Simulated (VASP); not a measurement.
Wanted: the native input for a VASP 6.6.1 run.

```yaml
Task: single point
Functional: r2SCAN
Potentials_or_basis: VASP PAW PBE potentials, release 64 (Ta_pv, N)
Cutoff: 520 eV
k_mesh: 18 × 18 × 8
Occupations: gaussian, width 0.1 eV
Spin: no spin polarisation
Dipole_correction: no
Further_INCAR_settings: ALGO = Normal; EDIFF = 1e-07; NBANDS = 24
```

TaN:

```
CELL_PARAMETERS angstrom
3.17528 0.00000 0.00000
-1.58764 2.74987 0.00000
0.00000 0.00000 6.10931
ATOMIC_POSITIONS crystal
Ta 0.33333 0.66667 0.03076
Ta 0.66667 0.33333 0.53076
N 0.33333 0.66667 0.35424
N 0.66667 0.33333 0.85424
```

These files were run (other wordings do the same):

POSCAR

```
TaN
1.0
    3.1752760954      0.0000000000      0.0000000000
   -1.5876380477      2.7498697627      0.0000000000
    0.0000000000      0.0000000000      6.1093145582
Ta N
2 2
Direct
    0.3333333333      0.6666666667      0.0307555001
    0.6666666667      0.3333333333      0.5307555001
    0.3333333333      0.6666666667      0.3542444999
    0.6666666667      0.3333333333      0.8542444999
```

INCAR.step1

```
SYSTEM = TaN
PREC = Accurate ; ENCUT = 520
ISMEAR = 0 ; SIGMA = 0.1
LREAL = .False. ; LASPH = .True.
NELM = 100 ; NBANDS = 24
GGA = PE ; ALGO = Normal
EDIFF = 1E-4 ; LWAVE = .True.
LCHARG = .False.
```

INCAR.step2

```
SYSTEM = TaN
PREC = Accurate ; ENCUT = 520
EDIFF = 1E-7 ; ISMEAR = 0
SIGMA = 0.1 ; LREAL = .False.
LASPH = .True. ; NELM = 100
ALGO = Normal ; ISIF = 2
LWAVE = .False. ; LCHARG = .False.
METAGGA = R2SCAN ; LMIXTAU = .True.
NBANDS = 24 ; ISTART = 1
```

KPOINTS

```
Automatic mesh
0
Gamma
  18 18 8
  0 0 0
```

Potentials or basis: VASP PAW PBE potentials, release 64 (Ta_pv, N).

Launch:

```sh
$ cat potpaw_PBE.64/Ta_pv/POTCAR potpaw_PBE.64/N/POTCAR > POTCAR
$ cp INCAR.step1 INCAR
$ mpirun -np 1 vasp_std > vasp.out
$ cp INCAR.step2 INCAR
$ mpirun -np 1 vasp_std > vasp.out
```

It gave:

```
Pressure               : -6.0 GPa
Largest force          : 0.037 eV/Å
Band gap on the k mesh : zero (bands 16 and 17 overlap by 0.30 eV)
```

Caveat: the cell stands under tension; the PAW data sets were made with another functional, which shifts forces and pressure a little; spin-orbit coupling is left out, which moves the levels of the heavy elements.

Wall time 7.9 min on 1 thread of Intel(R) Xeon(R) Platinum 8488C (Sapphire Rapids), with other jobs on the host, peak memory 0.32 GiB.
